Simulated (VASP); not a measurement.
**PtSe2: single point with PBE**

Crystal: PtSe2.

```
Pt Se
1.0
     5.85828    0.00000    0.00000
     0.00000    5.85828    0.00000
     0.00000    0.00000    4.04831
Pt Se
2 4
Cartesian
  0.0000 0.0000 0.0000
  2.9291 2.9291 2.0242
  1.8166 1.8166 0.0000
  1.1125 4.7458 2.0242
  4.7458 1.1125 2.0242
  4.0417 4.0417 0.0000
```

```yaml
Program: VASP 6.6.1
Task: single point
Functional: PBE
Potentials_or_basis: VASP PAW PBE potentials, release 64 (Pt, Se)
Cutoff: 520 eV
k_mesh: 4 × 4 × 6
Occupations: fermi-dirac, width 0.02 eV
Spin: no spin polarisation
```

```
Pressure               : -2.8 GPa
Largest force          : 0.073 eV/Å
Band gap on the k mesh : zero (bands 22 and 23 overlap by 0.39 eV)
```

Forces in eV/Å, atoms in the order of the input:
```
Pt   0.000  0.000  0.000
Pt   0.000  0.000  0.000
Se   0.052  0.052  0.000
Se  -0.052  0.052  0.000
Se   0.052 -0.052  0.000
Se  -0.052 -0.052  0.000
```

Stress tensor (GPa, compression positive):
```
-2.46  0.00  0.00
 0.00 -2.46  0.00
 0.00  0.00 -3.44
```

Levels at points of the mesh, in eV from the Fermi level:
| k point | band 20 | band 21 | band 22 | band 23 | band 24 | band 25 |
| --- | --- | --- | --- | --- | --- | --- |
| (0.00, 0.00, 0.00) | -0.53 | 0.21 | 0.21 | 0.48 | 1.99 | 2.35 |
| (0.50, 0.00, 0.00) | -1.18 | -0.44 | -0.44 | 1.94 | 1.94 | 2.05 |
| (0.50, 0.50, 0.00) | -0.95 | -0.37 | -0.37 | 0.34 | 0.34 | 2.23 |
| (0.00, 0.00, 0.50) | -0.81 | 0.01 | 0.01 | 0.12 | 0.12 | 0.71 |
| (0.50, 0.00, 0.50) | -1.40 | -0.78 | -0.78 | 0.01 | 0.01 | 3.06 |
| (0.50, 0.50, 0.50) | -0.25 | -0.10 | -0.10 | 0.84 | 0.84 | 0.85 |

It took 42 s on 1 thread of Intel(R) Xeon(R) 6975P-C (Granite Rapids) (shared host), peak memory 0.28 GiB.

Caveat: the structure was generated, so it needn't be the stable form of PtSe2; spin-orbit coupling is left out, which moves the levels of the heavy elements.
